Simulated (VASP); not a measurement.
A run of VASP 6.6.1 is set up as follows.

Contents of POSCAR:

```
BN
1.0
    0.0000000000      1.7458259350      1.7458259350
    1.7458259350      0.0000000000      1.7458259350
    1.7458259350      1.7458259350      0.0000000000
B N
1 1
Direct
    0.0000000000      0.0000000000      0.0000000000
    0.5000000000      0.5000000000      0.5000000000
```

Contents of INCAR.step1:

```
SYSTEM = BN
PREC = Accurate ; ENCUT = 660
ISMEAR = 0 ; SIGMA = 0.01
LREAL = .False. ; LASPH = .True.
NELM = 120 ; NBANDS = 11
GGA = PE ; ALGO = Normal
EDIFF = 1E-5 ; LWAVE = .True.
LCHARG = .False. ; GGA_COMPAT = .False.
```

File INCAR.step2:

```
SYSTEM = BN
PREC = Accurate ; ENCUT = 660
EDIFF = 1E-6 ; ISMEAR = 0
SIGMA = 0.01 ; LREAL = .False.
LASPH = .True. ; NELM = 120
ALGO = Normal ; ISIF = 2
LWAVE = .False. ; LCHARG = .True.
METAGGA = R2SCAN ; LMIXTAU = .True.
LELF = .True. ; LVHAR = .True.
NBANDS = 11 ; ISTART = 1
GGA_COMPAT = .False.
```

KPOINTS

```
Automatic mesh
0
Gamma
  10 10 10
  0 0 0
```

Potentials or basis: VASP PAW PBE potentials, release 64 (B, N).

Command:

```console
$ cat potpaw_PBE.64/B/POTCAR potpaw_PBE.64/N/POTCAR > POTCAR
$ cp INCAR.step1 INCAR
$ mpirun -np 1 vasp_std > vasp.out
$ cp INCAR.step2 INCAR
$ mpirun -np 1 vasp_std > vasp.out
```

Problem. What does it give for the pressure?

Solution. 0.6 GPa.

Problem. Predict the band gap on the k mesh.

Solution. 1.47 eV, indirect (least direct gap 6.51 eV).

Caveat: the PAW data sets were made with another functional, which shifts forces and pressure a little. A k mesh can miss the band edges.
